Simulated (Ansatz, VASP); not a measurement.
**SnO2 in VASP and in Ansatz**

File INCAR:

```
ALGO = Normal
EDIFF = 1E-7
ENCUT = 520
GGA = PE
ISIF = 2
ISMEAR = -1
LASPH = True
LCHARG = True
LELF = True
LREAL = False
LVHAR = True
LWAVE = False
NBANDS = 35
NELM = 100
PREC = Accurate
SIGMA = 0.05
```

File KPOINTS:

```
k-points
0
Gamma
  9 9 3
```

The input POSCAR:

```
SnO2
1.0
    3.2730880659      0.0000000000      0.0000000000
   -1.6365440330      2.8345774139      0.0000000000
    0.0000000000      0.0000000000     10.9325593628
Sn O
2 4
Direct
    0.0000000000      0.0000000000      0.0000000000
    0.0000000000      0.0000000000      0.5000000000
    0.3333333333      0.6666666667      0.9058620000
    0.3333333333      0.6666666667      0.5941380000
    0.6666666667      0.3333333333      0.0941380000
    0.6666666667      0.3333333333      0.4058620000
```

Contents of input.yaml:

```yaml
crystal:
  lattice:
    - [3.2730880659, 0.0, 0.0]
    - [-1.636544033, 2.8345774139, 0.0]
    - [0.0, 0.0, 10.9325593628]
  atoms:
    - { symbol: Sn, position: [0.0, 0.0, 0.0] }
    - { symbol: Sn, position: [0.0, 0.0, 0.5] }
    - { symbol: O, position: [0.3333333333, 0.6666666667, 0.905862] }
    - { symbol: O, position: [0.3333333333, 0.6666666667, 0.594138] }
    - { symbol: O, position: [0.6666666667, 0.3333333333, 0.094138] }
    - { symbol: O, position: [0.6666666667, 0.3333333333, 0.405862] }
hamiltonian:
  xc: pbe
  pseudopotentials: { kind: paw }
kpoints:
  mp_grid: { grid: [9, 9, 3] }
scf:
  occupations: { method: fermi_dirac, width: 0.05 }
output:
  forces: true
  stress: true
  eigenvalues: true
```

Alike in both runs: task single point; functional PBE; k mesh 9 × 9 × 3; occupations fermi-dirac, width 0.05 eV; no spin polarisation.

```csv
,VASP,Ansatz
version,VASP 6.6.1,Ansatz 0.2.0
potentials or method,"VASP PAW PBE potentials, release 64 (Sn_d, O)",Ansatz PAW
plane-wave cutoff (eV),520,420
valence electrons in the cell,52,52
```

VASP gave:

```
gap on the k mesh at the Fermi level (eV)                     : 1.86
least direct gap on the mesh (eV)                             : 2.20
pressure (GPa)                                                : -4.4
traceless stress, the component that is largest in VASP (GPa) : 2.12
rms of the force components (eV/Å)                            : 0.205
```

Problem. Which values does Ansatz return?

Solution. gap on the k mesh at the Fermi level (eV): 1.88; least direct gap on the mesh (eV): 2.22; pressure (GPa): -4.8; traceless stress, the component that is largest in VASP (GPa): 2.39; rms of the force components (eV/Å): 0.227.

Atom by atom the forces differ by 0.022 eV/Å (rms over components).

Noted on Ansatz's run: odd divisions of the mesh miss points on the zone boundary, where band edges often lie, so the gap on the mesh can be too wide.
